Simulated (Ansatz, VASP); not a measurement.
# Two plane-wave programs on YbBe5

```
Yb Be
1.0
     0.00000    3.26306    3.26306
     3.26306    0.00000    3.26306
     3.26306    3.26306    0.00000
Yb Be
1 5
Direct
  0.00000 0.00000 0.00000
  0.75000 0.75000 0.75000
  0.37608 0.37608 0.87177
  0.37608 0.87177 0.37608
  0.37608 0.37608 0.37608
  0.87177 0.37608 0.37608
```

Change from the starting cell: species swapped into the ZrNi5 type (F-43m, No. 216).

Alike in both runs: functional PBE; k mesh 10 × 10 × 10; occupations gaussian, width 0.1 eV; no spin polarisation.

Ansatz relaxed the structure, and its values are those at the end. VASP's run is a single point on that final structure, the one shown.

```csv
,VASP,Ansatz
version,VASP 6.6.1,Ansatz 0.2.0
potentials or method,"VASP PAW PBE potentials, release 64 (Yb, Be), cutoff 520 eV","scalar-relativistic, plane waves, PAW"
valence electrons in the cell,34,34
```

Ansatz gave:

| Item | Value |
| --- | --- |
| gap on the k mesh at the Fermi level (eV) | none |
| pressure (GPa) | 0.0 |

Task: What did VASP give for the same quantities?

Result: gap on the k mesh at the Fermi level (eV): none; pressure (GPa): 0.1.

A gap of «none» marks a metal or a gap that the smearing closes. The functional is the same, so the differences come from potentials, cutoffs and numerics.

Spin-orbit coupling is off throughout.
